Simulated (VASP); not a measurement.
KCl, 2 atoms in the cell. It takes space group P4/mmm (No. 123, tetragonal). Conventional cell: a = 3.634 Å, b = 3.634 Å, c = 3.670 Å, α = 90.00°, β = 90.00°, γ = 90.00°. K (site symmetry 4/mmm) has 8 Cl at 3.16 Å and 6 K at 3.63 to 3.67 Å within 4.2 Å. Within 4.2 Å of Cl (site symmetry 4/mmm) lie 8 K at 3.16 Å and 6 Cl at 3.63 to 3.67 Å.  This cell differs from its parent crystal: zz strain of +1 %.

- Program: VASP 6.6.1
- Task: electric field gradients
- Functional: PBE
- Potentials or basis: VASP PAW PBE potentials, release 64 (K_sv, Cl)
- Cutoff: 520 eV
- k mesh: 7 × 7 × 7
- Occupations: fermi-dirac, width 0.02 eV
- Spin: no spin polarisation
- Dipole correction: no
- Further INCAR settings: ALGO = Normal; EDIFF = 1e-08; NBANDS = 15

Potentials or basis: VASP PAW PBE potentials, release 64 (K_sv, Cl).

Command:

```bash
$ cat potpaw_PBE.64/K_sv/POTCAR potpaw_PBE.64/Cl/POTCAR > POTCAR
$ mpirun -np 1 vasp_std > vasp.out
```

Hardware: 1 thread of Intel(R) Xeon(R) Platinum 8488C (Sapphire Rapids), on a shared host.

Question: How long does it take, and how much memory?

Answer: Wall time 20 s on 1 thread of Intel(R) Xeon(R) Platinum 8488C (Sapphire Rapids), with other jobs on the host, peak memory 0.16 GiB. Counts: scf iterations 17, k points 40.
